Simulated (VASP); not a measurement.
A run of VASP 6.6.1 is set up as follows.

File INCAR:

```
SYSTEM = Mo3P2
PREC     = Accurate       ! precision mode
ENCUT    = 520            ! plane-wave cutoff, eV
EDIFF    = 1E-6           ! SCF threshold, eV
ISMEAR   = 0              ! smearing method
SIGMA    = 0.1            ! smearing width, eV
LREAL    = .FALSE.        ! projectors in reciprocal space
LASPH    = .TRUE.         ! aspherical terms in the spheres
NELM     = 80             ! most SCF steps
ALGO     = Normal         ! electronic algorithm
ISIF     = 2              ! what is computed and relaxed
LWAVE    = .FALSE.        ! write WAVECAR
LCHARG   = .FALSE.        ! write CHGCAR
GGA      = PE             ! functional
NBANDS   = 63             ! bands
```

File KPOINTS:

```
regular mesh
0
G
  9 9 9
  0 0 0
```

File POSCAR:

```
Mo3P2
1.0
    3.2180313282      1.8579312536      4.2714739984
   -3.2180313282      1.8579312536      4.2714739984
    0.0000000000     -3.7158625072      4.2714739984
Mo P
6 4
Direct
    0.0199944867      0.4800055133      0.7500000000
    0.7500000000      0.0199944867      0.4800055133
    0.4800055133      0.7500000000      0.0199944867
    0.9800055133      0.5199944867      0.2500000000
    0.2500000000      0.9800055133      0.5199944867
    0.5199944867      0.2500000000      0.9800055133
    0.8896656206      0.8896656206      0.8896656206
    0.6103343794      0.6103343794      0.6103343794
    0.1103343794      0.1103343794      0.1103343794
    0.3896656206      0.3896656206      0.3896656206
```

Potentials or basis: VASP PAW PBE potentials, release 64 (Mo_sv, P).

Run with:

```bash
$ cat potpaw_PBE.64/Mo_sv/POTCAR potpaw_PBE.64/P/POTCAR > POTCAR
$ mpirun -np 1 vasp_std > vasp.out
```

Question: Estimate the band gap on the k mesh.

Answer: Zero (bands 52 and 53 overlap by 0.45 eV).

Question: What does it give for the pressure?

Answer: 0.1 GPa.

Question: Predict the largest force.

Answer: 0.004 eV/Å.

Stress tensor (GPa, compression positive):
```
0.12 0.00 0.00
0.00 0.12 0.00
0.00 0.00 0.19
```
